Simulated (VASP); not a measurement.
A run of VASP 6.6.1 is set up as follows.

File INCAR:

```
ALGO = Normal
EDIFF = 1E-7
ENCUT = 520
GGA = PE
ISIF = 2
ISMEAR = -1
LASPH = T
LCHARG = T
LELF = T
LREAL = F
LVHAR = T
LWAVE = F
NBANDS = 55
NELM = 100
PREC = Accurate
SIGMA = 0.05
```

File KPOINTS:

```
k-points
0
Gamma
  9 9 5
```

Contents of POSCAR:

```
Ga2O3
1.0
    6.2331082142     -1.5428996587      0.0126080699
    6.2331082142      1.5428996587      0.0126080699
   -1.4029859552      0.0000000000      5.7102423842
Ga O
4 6
Direct
    0.3414638133      0.3414638133      0.6859654284
    0.6585361867      0.6585361867      0.3140345716
    0.9101553278      0.9101553278      0.2054319054
    0.0898446722      0.0898446722      0.7945680946
    0.5038962435      0.5038962435      0.7432376981
    0.4961037565      0.4961037565      0.2567623019
    0.8262470859      0.8262470859      0.4356513512
    0.1737529141      0.1737529141      0.5643486488
    0.8365126911      0.8365126911      0.8909013322
    0.1634873089      0.1634873089      0.1090986678
```

Potentials or basis: VASP PAW PBE potentials, release 64 (Ga_d, O).

Run with:

```console
$ cat potpaw_PBE.64/Ga_d/POTCAR potpaw_PBE.64/O/POTCAR > POTCAR
$ mpirun -np 1 vasp_std > vasp.out
```

Question: Estimate the largest force.

Answer: 0.025 eV/Å.

Question: What does it give for the pressure?

Answer: 0.2 GPa.

Question: Estimate the band gap on the k mesh.

Answer: 1.98 eV (least direct gap 2.00 eV).

Forces in eV/Å, atoms in the order of the input:
```
Ga   0.009  0.000  0.002
Ga  -0.009  0.000 -0.002
Ga   0.004  0.000 -0.009
Ga  -0.004  0.000  0.009
O    0.012  0.000 -0.001
O   -0.012  0.000  0.001
O    0.016  0.000 -0.003
O   -0.016  0.000  0.003
O   -0.008  0.000  0.024
O    0.008  0.000 -0.024
```

Caveat: an odd mesh through Γ misses points on the zone boundary, where band edges can lie.
